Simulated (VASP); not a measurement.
# K (Fm-3m) in VASP: single point with PBEsol+D3(BJ)

Aim: the single point of K with PBEsol+D3(BJ).

All numbers are computed with VASP 6.6.1; they aren't measurements. Logs are shortened: lines on timing, memory, paths and dates and some standing lists are left out, and cuts for length are marked.

## 1. The cell of the first run

Symmetry: Fm-3m, No. 225, cubic system. The conventional cell has a = 6.293 Å, b = 6.293 Å, c = 6.293 Å, α = 90.00°, β = 90.00°, γ = 90.00°. Within 5.8 Å of K (site symmetry m-3m) lie 12 K at 4.45 Å.

## 2. Single point, PBEsol+D3(BJ)

Contents of INCAR:

```
SYSTEM = K
  PREC = Accurate
  ENCUT = 500
  EDIFF = 1E-6
  ISMEAR = -1
  SIGMA = 0.15
  LREAL = .False.
  LASPH = .True.
  NELM = 120
  ALGO = Normal
  ISIF = 2
  LWAVE = .False.
  LCHARG = .False.
  GGA = PS
  IVDW = 12
  NBANDS = 10
  GGA_COMPAT = .False.
```

Contents of KPOINTS:

```
Automatic mesh
0
Gamma
  5 5 5
  0 0 0
```

Contents of POSCAR:

```
K
1.0
    0.0000000000      3.1464700000      3.1464700000
    3.1464700000      0.0000000000      3.1464700000
    3.1464700000      3.1464700000      0.0000000000
K
1
Direct
    0.0000000000      0.0000000000      0.0000000000
```

Potentials or basis: VASP PAW PBE potentials, release 64 (K_sv).

Run with:

```console
$ cat potpaw_PBE.64/K_sv/POTCAR > POTCAR
$ mpirun -np 1 vasp_std > vasp.out
```

OUTCAR:

```text
SYSTEM = K
   PREC = Accurate
   ENCUT = 500
   EDIFF = 1E-6
   ISMEAR = -1
   LREAL = .False.
   LASPH = .True.
   NELM = 120
   ISIF = 2
   GGA = PS
   IVDW = 12
 IVDW          = 12

 ion  position               nearest neighbor table
   1  0.000  0.000  0.000-

  LATTYP: Found a face centered cubic cell.
 ALAT       =     6.2929400000

  Lattice vectors:

 A1 = (   0.0000000000,   3.1464700000,   3.1464700000)
 A2 = (   3.1464700000,   0.0000000000,   3.1464700000)
 A3 = (   3.1464700000,   3.1464700000,   0.0000000000)

Analysis of symmetry for initial positions (statically):
=====================================================================
 Subroutine PRICEL returns:
 Original cell was already a primitive cell.

 Routine SETGRP: Setting up the symmetry group for a
 face centered cubic supercell.

 Subroutine GETGRP returns: Found 48 space group operations
[... 9 lines left out ...]

 Routine SETGRP: Setting up the symmetry group for a
 face centered cubic supercell.

 Subroutine GETGRP returns: Found 48 space group operations
[... 11 lines left out ...]
                                     Primitive cell

  volume of cell :      62.3018

  direct lattice vectors                    reciprocal lattice vectors
     0.000000000  3.146470000  3.146470000    -0.158908237  0.158908237  0.158908237
     3.146470000  0.000000000  3.146470000     0.158908237 -0.158908237  0.158908237
     3.146470000  3.146470000  0.000000000     0.158908237  0.158908237 -0.158908237

  length of vectors
     4.449780548  4.449780548  4.449780548     0.275237140  0.275237140  0.275237140

  position of ions in fractional coordinates (direct lattice)
     0.000000000  0.000000000  0.000000000

  ion indices of the primitive-cell ions
   primitive index   ion index
                 1           1

----------------------------------------------------------------------------------------

 KPOINTS: Automatic mesh

Automatic generation of k-mesh.
 Grid dimensions read from file:
 generate k-points for:    5    5    5

 Generating k-lattice:

  Cartesian coordinates                     Fractional coordinates (reciprocal lattice)
    -0.031781647  0.031781647  0.031781647     0.200000000  0.000000000  0.000000000
     0.031781647 -0.031781647  0.031781647     0.000000000  0.200000000  0.000000000
     0.031781647  0.031781647 -0.031781647     0.000000000  0.000000000  0.200000000

  Length of vectors
     0.055047428  0.055047428  0.055047428

  Shift w.r.t. Gamma in fractional coordinates (k-lattice)
     0.000000000  0.000000000  0.000000000

 Subroutine IBZKPT returns following result:
 ===========================================

 Found     10 irreducible k-points:

 Following reciprocal coordinates:
            Coordinates               Weight
  0.000000  0.000000  0.000000      1.000000
  0.200000  0.000000  0.000000      8.000000
  0.400000  0.000000  0.000000      8.000000
  0.200000  0.200000  0.000000      6.000000
  0.400000  0.200000  0.000000     24.000000
 -0.400000  0.200000  0.000000     24.000000
 -0.200000  0.200000  0.000000     12.000000
  0.400000  0.400000  0.000000      6.000000
 -0.400000  0.400000  0.000000     12.000000
 -0.400000  0.400000  0.200000     24.000000
   k-points           NKPTS =     10   k-points in BZ     NKDIM =     10   number of bands    NBANDS=     10
   number of dos      NEDOS =    301   number of ions     NIONS =      1
   total plane-waves  NPLWV =  32768
   dimension x,y,z NGX =    32 NGY =   32 NGZ =   32
   dimension x,y,z NGXF=    64 NGYF=   64 NGZF=   64
   ions per type =               1
   NGX,Y,Z   is equivalent  to a cutoff of  11.96, 11.96, 11.96 a.u.
   NGXF,Y,Z  is equivalent  to a cutoff of  23.91, 23.91, 23.91 a.u.
 SYSTEM =  K
   PREC   = accura    normal or accurate (medium, high low for compatibility)
   ISTART =      0    job   : 0-new  1-cont  2-samecut
   ICHARG =      2    charge: 1-file 2-atom 10-const
   ISPIN  =      1    spin polarized calculation?
   LNONCOLLINEAR =      F non collinear calculations
   LSORBIT =      F    spin-orbit coupling
   LASPH  =      T    aspherical Exc in radial PAW
   ENCUT  =  500.0 eV  36.75 Ry    6.06 a.u.   8.11  8.11  8.11*2*pi/ulx,y,z
   NELM   =    120;   NELMIN=  2; NELMDL= -5     # of ELM steps
   EDIFF  = 0.1E-05   stopping-criterion for ELM
   LREAL  =      F    real-space projection
   EDIFFG = 0.1E-04   stopping-criterion for IOM
   NSW    =      0    number of steps for IOM
   IBRION =     -1    ionic relax: 0-MD 1-quasi-New 2-CG
   NFREE  =      0    steps in history (QN), initial steepest desc. (CG)
   ISIF   =      2    stress and relaxation
   ISYM   =      2    0-nonsym 1-usesym 2-fastsym
   POTIM  = 0.5000    time-step for ionic-motion
   TEBEG  =    0.0;   TEEND  =   0.0 temperature during run
   PSTRESS=    0.0 pullay stress
   NELECT =       9.0000    total number of electrons
   NUPDOWN=      -1.0000    fix difference up-down
   EMIN   =  10.00;   EMAX   =-10.00  energy-range for DOS
   EFERMI =   0.00;   METHOD = LEGACY
   ISMEAR =    -1;   SIGMA  =   0.15  broadening in eV -4-tet -1-fermi 0-gaus
   EFERMI_NEDOS =   21; number of points for ismear=-14 and -15
   IALGO  =     38    algorithm
   IMIX   =      4    mixing-type and parameters
     AMIX     =   0.40;   BMIX     =  1.00
     AMIX_MAG =   1.60;   BMIX_MAG =  1.00
  volume/ion in A,a.u.               =      62.30       420.43
  Fermi-wavevector in a.u.,A,eV,Ry     =   0.858991  1.623258 10.039276  0.737866
  Thomas-Fermi vector in A             =   1.976279
   LORBIT       =      0    0 simple, 1 ext, 2 COOP (PROOUT), +10 PAW based schemes
   GGA     = PS    functional components
   LHFCALC =     F    Hartree Fock is set to
   AEXX    =    0.0000 exact exchange contribution
   IVDW    =    12    specifies the selected vdW correction
   LEPSILON=     F    determine dielectric tensor
   LRPA    =     F    only Hartree local field effects (RPA)
 non-spin polarized calculation
  energy-cutoff  :      500.00
  volume of cell :       62.30
 maximum number of plane-waves:      1596
   NGX = 17   NGY = 17   NGZ = 17

 number of electron       9.0000001 magnetization

 Free energy of the ion-electron system (eV)
  ---------------------------------------------------
  ext. energy  EPLUGINS =         0.00000000
  ---------------------------------------------------
  free energy    TOTEN  =        -1.16435191 eV

  energy without entropy =       -1.13064735  energy(sigma->0) =       -1.14749963

 E-fermi :   0.2584     XC(G=0):  -6.1275

 val. band max:       -0.2399288234   @ k =   0.4000   0.0000   0.0000
 cond. band min:       0.2985241715   @ k =   0.4000   0.4000   0.0000
 fundamental gap:      0.5384529949
 Fermi energy:         0.2583720149

 k-point     1 :       0.0000    0.0000    0.0000
  band No.  band energies     occupation
      1     -31.6799      2.00000
      2     -15.1743      2.00000
      3     -15.1743      2.00000
      4     -15.1743      2.00000
      5      -2.1855      2.00000
      6       4.5774      0.00000
      7       4.5774      0.00000
      8       4.5774      0.00000
      9       5.9738      0.00000
     10       5.9738      0.00000

 k-point     2 :       0.2000    0.0000    0.0000
  band No.  band energies     occupation
      1     -31.6770      2.00000
      2     -15.2169      2.00000
      3     -15.1799      2.00000
      4     -15.1799      2.00000
      5      -1.6564      1.99999
      6       3.4981      0.00000
      7       4.6908      0.00000
      8       4.6908      0.00000
      9       5.7595      0.00000
     10       5.7595      0.00000

 k-point     3 :       0.4000    0.0000    0.0000
  band No.  band energies     occupation
      1     -31.6722      2.00000
      2     -15.2844      2.00000
      3     -15.1890      2.00000
      4     -15.1890      2.00000
      5      -0.2399      1.93035
      6       1.6680      0.00017
      7       4.4097      0.00000
      8       4.4097      0.00000
      9       6.5448      0.00000
     10       6.5449      0.00000

 k-point     4 :       0.2000    0.2000    0.0000
  band No.  band energies     occupation
      1     -31.6760      2.00000
      2     -15.2154      2.00000
      3     -15.1893      2.00000
      4     -15.1893      2.00000
      5      -1.4851      1.99998
      6       3.5758      0.00000
      7       4.5624      0.00000
      8       4.7605      0.00000
      9       4.7605      0.00000
     10       6.2491      0.00000

 k-point     5 :       0.4000    0.2000    0.0000
  band No.  band energies     occupation
      1     -31.6719      2.00000
      2     -15.2640      2.00000
      3     -15.2046      2.00000
      4     -15.1996      2.00000
      5      -0.3741      1.97092
      6       2.4392      0.00000
      7       3.5536      0.00000
      8       4.7630      0.00000
      9       5.4972      0.00000
     10       6.7522      0.00000

 k-point     6 :      -0.4000    0.2000    0.0000
  band No.  band energies     occupation
      1     -31.6703      2.00000
      2     -15.2794      2.00000
      3     -15.2205      2.00000
      4     -15.1965      2.00000
      5       0.7260      0.08481
      6       1.3333      0.00154
      7       3.2374      0.00000
      8       4.6382      0.00000
      9       6.0757      0.00000
     10       6.4808      0.00000

 k-point     7 :      -0.2000    0.2000    0.0000
  band No.  band energies     occupation
      1     -31.6735      2.00000
      2     -15.2485      2.00000
      3     -15.2076      2.00000
      4     -15.1843      2.00000
      5      -0.8310      1.99860
      6       2.8744      0.00000
      7       3.6047      0.00000
      8       4.9331      0.00000
      9       5.3583      0.00000
     10       6.6014      0.00000

 k-point     8 :       0.4000    0.4000    0.0000
  band No.  band energies     occupation
      1     -31.6697      2.00000
      2     -15.2779      2.00000
      3     -15.2137      2.00000
      4     -15.2137      2.00000
      5       0.2985      0.86695
      6       2.5148      0.00000
      7       2.6344      0.00000
      8       5.4629      0.00000
      9       5.4629      0.00000
     10       6.7950      0.00000

 k-point     9 :      -0.4000    0.4000    0.0000
  band No.  band energies     occupation
      1     -31.6688      2.00000
      2     -15.2749      2.00000
      3     -15.2361      2.00000
      4     -15.2118      2.00000
      5       1.3386      0.00149
      6       1.8920      0.00004
      7       2.1497      0.00001
      8       5.0358      0.00000
      9       5.2242      0.00000
     10       6.8531      0.00000

 k-point    10 :      -0.4000    0.4000    0.2000
  band No.  band energies     occupation
      1     -31.6694      2.00000
      2     -15.2655      2.00000
      3     -15.2371      2.00000
      4     -15.2103      2.00000
      5       0.8393      0.04075
      6       2.2539      0.00000
      7       2.3944      0.00000
      8       4.2055      0.00000
      9       6.1453      0.00000
     10       6.4556      0.00000

------------------------ aborting loop because EDIFF is reached ----------------------------------------

 Edisp (eV)   -0.14570

 E8    (eV) :    -0.1088

  FORCE on cell =-STRESS in cart. coord.  units (eV):
  Direction    XX          YY          ZZ          XY          YZ          ZX
  --------------------------------------------------------------------------------------
  -------------------------------------------------------------------------------------
  Total       0.07593     0.07593     0.07593    -0.00000     0.00000    -0.00000
  in kB       1.95266     1.95266     1.95266    -0.00000     0.00000    -0.00000
  external pressure =        1.95 kB  Pullay stress =        0.00 kB

 VOLUME and BASIS-vectors are now :
 -----------------------------------------------------------------------------
  energy-cutoff  :      500.00
  volume of cell :       62.30
      direct lattice vectors                 reciprocal lattice vectors
     0.000000000  3.146470000  3.146470000    -0.158908237  0.158908237  0.158908237
     3.146470000  0.000000000  3.146470000     0.158908237 -0.158908237  0.158908237
     3.146470000  3.146470000  0.000000000     0.158908237  0.158908237 -0.158908237

 POSITION                                       TOTAL-FORCE (eV/Angst)
 -----------------------------------------------------------------------------------
      0.00000      0.00000      0.00000         0.000000      0.000000     -0.000000
 -----------------------------------------------------------------------------------
    total drift:                                0.000000      0.000000      0.000000

  FREE ENERGIE OF THE ION-ELECTRON SYSTEM (eV)
  ---------------------------------------------------
  free  energy   TOTEN  =        -1.3100501801 eV

  energy  without entropy=       -1.2763456206  energy(sigma->0) =       -1.29319790
```

It took 4.1 s on 1 thread of Intel Xeon Platinum 8559C (Emerald Rapids), shared host; peak memory 0.17 GiB.

Results:

```yaml
Free_energy: -1.3101 eV
Pressure: 0.2 GPa
Dispersion_energy_per_atom: -0.146 eV
```

Levels at points of the mesh, in eV from the Fermi level:
```tsv
k point	band 2	band 3	band 4	band 5	band 6	band 7	band 8	band 9
(0.00, 0.00, 0.00)	-15.43	-15.43	-15.43	-2.44	4.32	4.32	4.32	5.72
```

Caveat: the PAW data sets were made with another functional, which shifts forces and pressure a little; pairwise dispersion overbinds metals, which lowers pressure and volume.
